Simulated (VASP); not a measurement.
# C (Fd-3m) in VASP: notebook, part 2 of 3

VASP 6.6.1.

## Step 3: Single point, PBE (volume scaled by 0.91)

Input file INCAR:

```
ALGO     = Normal         # electronic algorithm
EDIFF    = 1E-6           # SCF threshold, eV
ENCUT    = 600            # plane-wave cutoff, eV
GGA      = PE             # functional
GGA_COMPAT= F            
ISIF     = 2              # what is computed and relaxed
ISMEAR   = 0              # smearing method
LASPH    = T              # aspherical terms in the spheres
LCHARG   = F              # write CHGCAR
LREAL    = F              # projectors in reciprocal space
LWAVE    = F              # write WAVECAR
NBANDS   = 11             # bands
NELM     = 120            # most SCF steps
PREC     = Accurate       # precision mode
SIGMA    = 0.02           # smearing width, eV
```

Input file KPOINTS:

```
k-points
0
Gamma
  12 12 12
```

Input file POSCAR:

```
C
1.0
    0.0000000000      1.7305285553      1.7305285553
    1.7305285553      0.0000000000      1.7305285553
    1.7305285553      1.7305285553      0.0000000000
C
2
Direct
    0.0000000000      0.0000000000      0.0000000000
    0.2500000000      0.2500000000      0.2500000000
```

Potentials or basis: VASP PAW PBE potentials, release 64 (C).

On the command line:

```
cat potpaw_PBE.64/C/POTCAR > POTCAR
mpirun -np 1 vasp_std > vasp.out
```

OUTCAR:

```text
EDIFF = 1E-6
   ENCUT = 600
   GGA = PE
   ISIF = 2
   ISMEAR = 0
   LASPH = T
   LREAL = F
   NELM = 120
   PREC = Accurate

 ion  position               nearest neighbor table
   1  0.000  0.000  0.000-   2 1.50   2 1.50   2 1.50   2 1.50
   2  0.250  0.250  0.250-   1 1.50   1 1.50   1 1.50   1 1.50

  LATTYP: Found a face centered cubic cell.
 ALAT       =     3.4610571106

  Lattice vectors:

 A1 = (   0.0000000000,   1.7305285553,   1.7305285553)
 A2 = (   1.7305285553,   0.0000000000,   1.7305285553)
 A3 = (   1.7305285553,   1.7305285553,   0.0000000000)

Analysis of symmetry for initial positions (statically):
=====================================================================
 Subroutine PRICEL returns:
 Original cell was already a primitive cell.

 Routine SETGRP: Setting up the symmetry group for a
 face centered cubic supercell.

 Subroutine GETGRP returns: Found 48 space group operations
 (whereof 24 operations were pure point group operations)
 out of a pool of 48 trial point group operations.

The static configuration has the point symmetry T_d .
 The point group associated with its full space group is O_h .

Analysis of symmetry for dynamics (positions and initial velocities):
=====================================================================
 Subroutine PRICEL returns:
 Original cell was already a primitive cell.

 Routine SETGRP: Setting up the symmetry group for a
 face centered cubic supercell.

 Subroutine GETGRP returns: Found 48 space group operations
 (whereof 24 operations were pure point group operations)
 out of a pool of 48 trial point group operations.

The dynamic configuration has the point symmetry T_d .
 The point group associated with its full space group is O_h .

 Subroutine INISYM returns: Found 48 space group operations
 (whereof 24 operations are pure point group operations),
 and found     1 'primitive' translations

[... 115 lines left out ...]
  volume/ion in A,a.u.               =       5.18        34.97
  Fermi-wavevector in a.u.,A,eV,Ry     =   1.501698  2.837799 30.682473  2.255098
  Thomas-Fermi vector in A             =   2.613035
   LORBIT       =      0    0 simple, 1 ext, 2 COOP (PROOUT), +10 PAW based schemes
   GGA     = PE    functional components
   LHFCALC =     F    Hartree Fock is set to
   AEXX    =    0.0000 exact exchange contribution
   IVDW    =     0    specifies the selected vdW correction
   LEPSILON=     F    determine dielectric tensor
   LRPA    =     F    only Hartree local field effects (RPA)
 non-spin polarized calculation
 Gauss-broadening in eV      SIGMA  =   0.02
  energy-cutoff  :      600.00
  volume of cell :       10.36
 maximum number of plane-waves:       360
   NGX =  9   NGY =  9   NGZ =  9

 number of electron       8.0000000 magnetization

 Free energy of the ion-electron system (eV)
  ---------------------------------------------------
  ext. energy  EPLUGINS =         0.00000000
  ---------------------------------------------------
  free energy    TOTEN  =       -18.04033161 eV

  energy without entropy =      -18.04033161  energy(sigma->0) =      -18.04033161

 E-fermi :  11.2764     XC(G=0): -13.7085

 val. band max:       11.0785036786   @ k =   0.0000   0.0000   0.0000
 cond. band min:      15.4427329023   @ k =   0.3333   0.3333   0.0000
 fundamental gap:      4.3642292237
 Fermi energy:        11.2763902853

 k-point     1 :       0.0000    0.0000    0.0000
  band No.  band energies     occupation
      1     -11.6498      2.00000
      2      11.0785      2.00000
      3      11.0785      2.00000
      4      11.0785      2.00000
      5      16.9180      0.00000
      6      16.9180      0.00000
      7      16.9180      0.00000
      8      26.5379      0.00000
      9      31.5734      0.00000
     10      38.6314      0.00000
     11      38.6315      0.00000
[... 309 lines left out ...]
 k-point    24 :      -0.4167    0.1667    0.0000
  band No.  band energies     occupation
      1      -4.9478      2.00000
      2      -2.3762      2.00000
      3       5.2142      2.00000
      4       7.1681      2.00000
      5      18.9784      0.00000
      6      21.8968      0.00000
      7      23.4970      0.00000
      8      27.6169      0.00000
      9      31.6071      0.00000
     10      36.3004      0.00000
     11      37.4341      0.00000

 [... further k-points ...]
[... 5 lines left out ...]
  --------------------------------------------------------------------------------------
  -------------------------------------------------------------------------------------
  Total        3.1565740      3.1565740      3.1565740      0.0000000      0.0000000     -0.0000000
  in kB      487.9330605    487.9330605    487.9330605      0.0000000      0.0000000     -0.0000000
  external PRESSURE =     487.9330605 kB  Pullay stress =       0.0000000 kB

 VOLUME and BASIS-vectors are now :
 -----------------------------------------------------------------------------
  energy-cutoff  :      600.00
  volume of cell :       10.36
      direct lattice vectors                 reciprocal lattice vectors
     0.000000000  1.730528555  1.730528555    -0.288929066  0.288929066  0.288929066
     1.730528555  0.000000000  1.730528555     0.288929066 -0.288929066  0.288929066
     1.730528555  1.730528555  0.000000000     0.288929066  0.288929066 -0.288929066

 POSITION                                       TOTAL-FORCE (eV/Angst)
 -----------------------------------------------------------------------------------
      0.00000      0.00000      0.00000         0.000000     -0.000000      0.000000
      0.86526      0.86526      0.86526         0.000000      0.000000      0.000000
 -----------------------------------------------------------------------------------
    total drift:                                0.000000      0.000000      0.000000

  FREE ENERGIE OF THE ION-ELECTRON SYSTEM (eV)
  ---------------------------------------------------
  free  energy   TOTEN  =       -18.0403316110 eV

  energy  without entropy=      -18.0403316110  energy(sigma->0) =      -18.04033161
```

OSZICAR:

```text
N       E                     dE             d eps       ncg     rms          rms(c)
DAV:   1     0.278875197538E+01    0.27888E+01   -0.54818E+03  1600   0.823E+02
DAV:   2    -0.184772512043E+02   -0.21266E+02   -0.20340E+02  2064   0.138E+02
DAV:   3    -0.188658627042E+02   -0.38861E+00   -0.38788E+00  1886   0.143E+01
DAV:   4    -0.188663993427E+02   -0.53664E-03   -0.53663E-03  1690   0.666E-01
DAV:   5    -0.188663998730E+02   -0.53025E-06   -0.53026E-06  1821   0.203E-02    0.621E+00
DAV:   6    -0.182463846988E+02    0.62002E+00   -0.32382E-01  1617   0.409E+00    0.371E+00
DAV:   7    -0.180382366467E+02    0.20815E+00   -0.38637E-01  1701   0.452E+00    0.903E-01
DAV:   8    -0.180402797913E+02   -0.20431E-02   -0.10203E-02  1674   0.782E-01    0.466E-02
DAV:   9    -0.180403109515E+02   -0.31160E-04   -0.61464E-05  1880   0.635E-02    0.261E-02
DAV:  10    -0.180403314958E+02   -0.20544E-04   -0.14124E-05  1705   0.343E-02    0.533E-03
DAV:  11    -0.180403316110E+02   -0.11512E-06   -0.23594E-07  1415   0.463E-03
   1 F= -.18040332E+02 E0= -.18040332E+02  d E =-.596125E-47
```

stdout:

```text
POSCAR found type information on POSCAR C
 POSCAR found :  1 types and       2 ions
 scaLAPACK will be used
 LDA part: xc-table for (Slater+PW92), standard interpolation
 POSCAR, INCAR and KPOINTS ok, starting setup
 FFT: planning ... GRIDC
 FFT: planning ... GRID_SOFT
 FFT: planning ... GRID
 WAVECAR not read
 entering main loop
```

Wall time 5.8 s (1 thread of Intel Xeon 6975P-C, shared host); peak memory 0.12 GiB.

Results:

```
Free energy            : -18.0403 eV
Pressure               : 48.8 GPa
Band gap on the k mesh : 4.36 eV, indirect (least direct gap 5.84 eV)
```

Levels at points of the mesh, in eV from the valence-band top:
```
           k point  band 1  band 2  band 3  band 4  band 5  band 6  band 7  band 8  band 9
(0.00, 0.00, 0.00)  -22.73    0.00    0.00    0.00    5.84    5.84    5.84   15.46   20.49
(0.50, 0.00, 0.00)  -16.41  -14.42   -3.04   -3.04    8.84    8.84   10.11   16.51   23.25
(0.50, 0.50, 0.00)  -13.43  -13.43   -6.86   -6.86    4.94    4.94   18.22   18.22   24.98
```

 A k mesh can miss the band edges.

(Part 2 of 3 ends here.)
